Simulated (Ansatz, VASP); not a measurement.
**GaAs in VASP and in Ansatz**

```
Ga As
1.0
     0.00000    2.86142    2.86142
     2.86142    0.00000    2.86142
     2.86142    2.86142    0.00000
Ga As
1 1
Cartesian
  0.0000 0.0000 0.0000
  1.4307 1.4307 1.4307
```

Change from the starting cell: hydrostatic strain +1.0%.

Alike in both runs: task single point; functional PBE; k mesh 8 × 8 × 8; occupations fermi-dirac, width 0.02 eV; no spin polarisation.

|  | VASP | Ansatz |
| --- | --- | --- |
| version | VASP 6.6.1 | Ansatz 0.2.0 |
| potentials or method | VASP PAW PBE potentials, release 64 (Ga_d, As_d) | plane waves, PAW |
| plane-wave cutoff (eV) | 510 | 420 |
| valence electrons in the cell | 28 | 28 |

|  | VASP | Ansatz | Ansatz less VASP |
| --- | --- | --- | --- |
| pressure (GPa) | 0.7 | 0.7 | +0.04 |
